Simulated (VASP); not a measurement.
MgO: single point with LDA

The system is MgO.

```
CELL_PARAMETERS angstrom
5.52307 0.00000 0.00000
0.00000 5.52307 0.00000
0.00000 0.00000 5.52307
ATOMIC_POSITIONS crystal
Mg 0.25000 0.00032 0.50000
Mg 0.00000 0.49968 0.25000
Mg 0.50000 0.75000 0.00000
Mg 0.75000 0.00032 0.50000
Mg 0.00000 0.49968 0.75000
Mg 0.50000 0.25000 0.00000
O 0.25000 0.53622 0.00000
O 0.50000 0.96378 0.25000
O 0.00000 0.75000 0.50000
O 0.75000 0.53622 0.00000
O 0.50000 0.96378 0.75000
O 0.00000 0.25000 0.50000
```

This cell differs from its parent crystal: atoms displaced along a vibrational mode.

```yaml
Program: VASP 6.6.1
Task: single point
Functional: LDA
Potentials_or_basis: VASP PAW LDA potentials, release 64 (Mg, O)
Cutoff: 520 eV
k_mesh: 4 × 4 × 4
Occupations: gaussian, width 0.05 eV
Spin: no spin polarisation
```

```json
{"Pressure": "0.7 GPa", "Largest force": "2.922 eV/Å", "Band gap on the k mesh": "2.61 eV"}
```

Forces in eV/Å, atoms in the order of the input:
```
Mg   0.067 -0.851  0.000
Mg   0.000  0.851 -0.067
Mg   0.000  0.000  0.000
Mg  -0.067 -0.851  0.000
Mg   0.000  0.851  0.067
Mg   0.000  0.000  0.000
O   -0.863 -2.791  0.000
O    0.000  2.791  0.863
O    0.000  0.000  0.000
O    0.863 -2.791  0.000
O    0.000  2.791 -0.863
O    0.000  0.000  0.000
```

Stress tensor (GPa, compression positive):
```
1.04 0.00 0.00
0.00 0.06 0.00
0.00 0.00 1.04
```

Levels at points of the mesh, in eV from the valence-band top:
```
           k point  band 22  band 23  band 24  band 25  band 26  band 27
(0.00, 0.00, 0.00)    -0.07     0.00     0.00     2.61     5.61     7.50
(0.50, 0.00, 0.00)    -0.50    -0.06    -0.01     4.43     4.45     7.32
(0.00, 0.50, 0.00)    -0.55     0.00     0.00     4.22     4.93     7.12
(0.50, 0.50, 0.00)    -0.63    -0.40     0.00     4.85     5.34     6.41
(0.50, 0.00, 0.50)    -0.54    -0.53    -0.06     5.27     5.38     5.38
(0.50, 0.50, 0.50)    -0.83    -0.69    -0.69     5.73     5.73     6.33
```

Run time: 3.4 min on 1 thread of Intel Xeon 8259CL, on a shared host, peak memory 0.25 GiB.

Caveat: the cell differs from its parent crystal (atoms displaced along a vibrational mode); forces of over 1 eV/Å act on the atoms, so gaps and moduli don't describe the material at rest.
